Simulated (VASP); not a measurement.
Input of a VASP 6.6.1 run:

INCAR

```
PREC = Accurate
ENCUT = 600
EDIFF = 1E-6
ISMEAR = 0
SIGMA = 0.1
LREAL = F
LASPH = T
NELM = 100
ALGO = Normal
ISIF = 3
LWAVE = F
LCHARG = F
GGA = PE
IBRION = 2
NSW = 90
EDIFFG = -0.04
```

The input KPOINTS:

```
regular mesh
0
Gamma
  4 4 4
```

The input POSCAR:

```
TaGe3W2
1.0
    3.8394036700      0.0000000000      0.0000000000
    0.0000000000      3.8394036700      0.0000000000
    0.0000000000      0.0000000000      6.3866022600
Ta Ge W
1 3 2
Direct
    0.5000000000      0.5000000000      0.0000000000
    0.0000000000      0.0000000000      0.0000000000
    0.5000000000      0.0000000000      0.6756250300
    0.0000000000      0.5000000000      0.3243749700
    0.5000000000      0.0000000000      0.2671410100
    0.0000000000      0.5000000000      0.7328589900
```

Potentials or basis: VASP PAW PBE potentials, release 64 (Ta_pv, Ge_d, W_sv).

The run is started by

```console
$ cat potpaw_PBE.64/Ta_pv/POTCAR potpaw_PBE.64/Ge_d/POTCAR potpaw_PBE.64/W_sv/POTCAR > POTCAR
$ mpirun -np 1 vasp_std > vasp.out
```

Q: What does it give for the band gap on the k mesh?

A: Zero (an odd number of electrons rules out a gap without spin polarisation).

Q: What does it give for the relaxed cell?

A: a = 3.715 Å, b = 3.715 Å, c = 7.554 Å, α = 90.00°, β = 90.00°, γ = 90.00°.

Q: Estimate the relaxed volume.

A: 17.37 Å³/atom.

Forces on the atoms (eV/Å):
```
Ta   0.000  0.000  0.000
Ge   0.000  0.000  0.000
Ge   0.000  0.000  0.012
Ge   0.000  0.000 -0.012
W    0.000  0.000 -0.028
W    0.000  0.000  0.028
```

Caveat: the k points lie up to 0.42 Å⁻¹ apart in the final cell, too coarse for converged energies and pressures of a metal; a cell axis changed by over 15 % at a fixed basis, so the end point is rough; spin-orbit coupling is left out, which moves the levels of the heavy elements; an odd number of electrons without spin polarisation forces a metal; a magnetic or distorted state may lie lower.
